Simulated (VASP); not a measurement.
Set up this calculation in VASP 6.6.1, as the native input.

| Property | Result |
| --- | --- |
| Task | single point |
| Functional | r2SCAN |
| Potentials or basis | VASP PAW PBE potentials, release 64 (Sr_sv) |
| Cutoff | 520 eV |
| k mesh | 10 × 10 × 10 |
| Occupations | fermi-dirac, width 0.1 eV |
| Spin | no spin polarisation |
| Dipole correction | no |
| Further INCAR settings | ALGO = Normal; EDIFF = 1e-07; NBANDS = 11 |

Sr:

```
Sr
1.0
    -2.41471    2.41471    2.41471
     2.41471   -2.41471    2.41471
     2.41471    2.41471   -2.41471
Sr
1
Direct
  0.00000 0.00000 0.00000
```

This isn't the form of Sr at room conditions, which is fcc.

The input as run:

POSCAR

```
Sr
1.0
   -2.4147147952      2.4147147952      2.4147147952
    2.4147147952     -2.4147147952      2.4147147952
    2.4147147952      2.4147147952     -2.4147147952
Sr
1
Direct
    0.0000000000      0.0000000000      0.0000000000
```

INCAR.step1

```
SYSTEM = Sr
PREC = Accurate
ENCUT = 520
ISMEAR = -1
SIGMA = 0.1
LREAL = .False.
LASPH = .True.
NELM = 60
NBANDS = 11
GGA = PE
ALGO = Normal
EDIFF = 1E-4
LWAVE = .True.
LCHARG = .False.
```

INCAR.step2

```
SYSTEM = Sr
PREC = Accurate
ENCUT = 520
EDIFF = 1E-7
ISMEAR = -1
SIGMA = 0.1
LREAL = .False.
LASPH = .True.
NELM = 60
ALGO = Normal
ISIF = 2
LWAVE = .False.
LCHARG = .False.
METAGGA = R2SCAN
LMIXTAU = .True.
NBANDS = 11
ISTART = 1
```

KPOINTS

```
regular mesh
0
Gamma
  10 10 10
  0 0 0
```

Potentials or basis: VASP PAW PBE potentials, release 64 (Sr_sv).

Command:

```bash
$ cat potpaw_PBE.64/Sr_sv/POTCAR > POTCAR
$ cp INCAR.step1 INCAR
$ mpirun -np 1 vasp_std > vasp.out
$ cp INCAR.step2 INCAR
$ mpirun -np 1 vasp_std > vasp.out
```

It gave:

* Pressure: 0.0 GPa
* Band gap on the k mesh: zero (bands 5 and 6 overlap by 0.33 eV)

Caveat: the PAW data sets were made with another functional, which shifts forces and pressure a little.

Wall time 2.2 min on 1 thread of Intel Xeon 8259CL, on a shared host, peak memory 0.2 GiB.
